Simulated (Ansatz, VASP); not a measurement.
## One calculation of LiH5, two programs

```
Li H
1.0
     4.25826    0.00000    0.00000
    -2.12913    3.68776    0.00000
     0.00000    0.00000    3.31168
Li H
1 5
Direct
  0.00000 0.00000 0.07392
  0.33333 0.66667 0.01404
  0.66667 0.33333 0.01404
  0.50000 0.00000 0.46600
  0.50000 0.50000 0.46600
  0.00000 0.50000 0.46600
```

Alike in both runs: task single point; functional PBE; k mesh 6 × 6 × 6; occupations gaussian, width 0.1 eV; no spin polarisation.

|  | VASP | Ansatz |
| --- | --- | --- |
| version | VASP 6.6.1 | Ansatz 0.2.0 |
| potentials or method | VASP PAW PBE potentials, release 64 (Li_sv, H), cutoff 520 eV | scalar-relativistic, plane waves, PAW |
| valence electrons in the cell | 8 | 8 |

```csv
,VASP,Ansatz,Ansatz less VASP
gap on the k mesh at the Fermi level (eV),none,none,-
rms of the force components (eV/Å),0.125,0.125,+0.0003
```

Atom by atom the forces differ by 0.000 eV/Å (rms over components). A gap of «none» marks a metal or a gap that the smearing closes.

Noted on VASP's run: the cutoff is short for stress, so the pressure is rough.
